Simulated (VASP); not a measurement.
The system is Nb2SnTe3.

```
Nb Sn Te
1.0
     4.09625    0.00000    0.00000
     0.00000    4.09625    0.00000
     0.00000    0.00000    8.69628
Nb Sn Te
2 1 3
Direct
  0.50000 0.50000 0.72860
  0.00000 0.00000 0.27024
  0.00000 0.00000 0.62515
  0.50000 0.00000 0.99856
  0.00000 0.50000 0.99856
  0.50000 0.50000 0.37889
```

* Program: VASP 6.6.1
* Task: relaxation of cell and atoms
* Functional: PBE
* Potentials or basis: VASP PAW PBE potentials, release 64 (Nb_sv, Sn_d, Te)
* Cutoff: 600 eV
* k mesh: 4 × 4 × 2
* Occupations: gaussian, width 0.1 eV
* Spin: no spin polarisation

At the start: pressure 0.0 GPa; volume 24.32 Å³/atom.

Question: Where does the relaxation end?

Answer: Over 19 steps the energy falls by 218.6 meV/atom and the volume is 24.85 Å³/atom (+2.2 %); space group P4mm (No. 99, to 0.05 Å).

Step by step:
| step | energy change (eV) | largest force (eV/Å) | pressure (GPa) | volume (Å³) |
| --- | --- | --- | --- | --- |
| 1 | 0.0000 | 0.7116 | 0.02 | 145.92 |
| 2 | -0.3704 | 1.2909 | -0.29 | 145.76 |
| 3 | 0.4023 | 5.4979 | 8.49 | 142.41 |
| 4 | -0.5756 | 2.0474 | 0.28 | 145.35 |
| 5 | -0.5649 | 2.9841 | 2.22 | 144.45 |
| 6 | -0.6258 | 2.4055 | 0.96 | 144.99 |
| 7 | -0.8359 | 2.3733 | 0.62 | 146.08 |
| 8 | -1.0451 | 1.3615 | 1.82 | 148.72 |
| 9 | -1.2334 | 0.1587 | -0.72 | 153.09 |
| 10 | -1.2344 | 0.1715 | -0.88 | 153.46 |
| 11 | -1.2725 | 0.1742 | -0.15 | 151.44 |
| 12 | -1.2949 | 0.3295 | 1.02 | 148.57 |
| 13 | -1.3082 | 0.1511 | -0.27 | 150.07 |
| 14 | -1.3083 | 0.1632 | -0.18 | 149.96 |
| 15 | -1.3100 | 0.0944 | -0.10 | 149.66 |
| 16 | -1.3109 | 0.0875 | 0.03 | 149.15 |
| 17 | -1.3109 | 0.0840 | 0.01 | 149.21 |
| 18 | -1.3113 | 0.0519 | -0.01 | 149.17 |
| 19 | -1.3116 | 0.0141 | -0.05 | 149.11 |

Final structure:
```xyz
6
Lattice="4.4334 0.0000 0.0000 0.0000 4.4334 0.0000 0.0000 0.0000 7.5862" Properties=species:S:1:pos:R:3 pbc="T T T"
Nb    2.2167    2.2167    5.7906
Nb    0.0000    0.0000    1.7707
Sn    0.0000    0.0000    4.7414
Te    2.2167    0.0000    7.5668
Te    0.0000    2.2167    7.5668
Te    2.2167    2.2167    2.9083
```

Caveat: the k points lie up to 0.41 Å⁻¹ apart in the final cell.
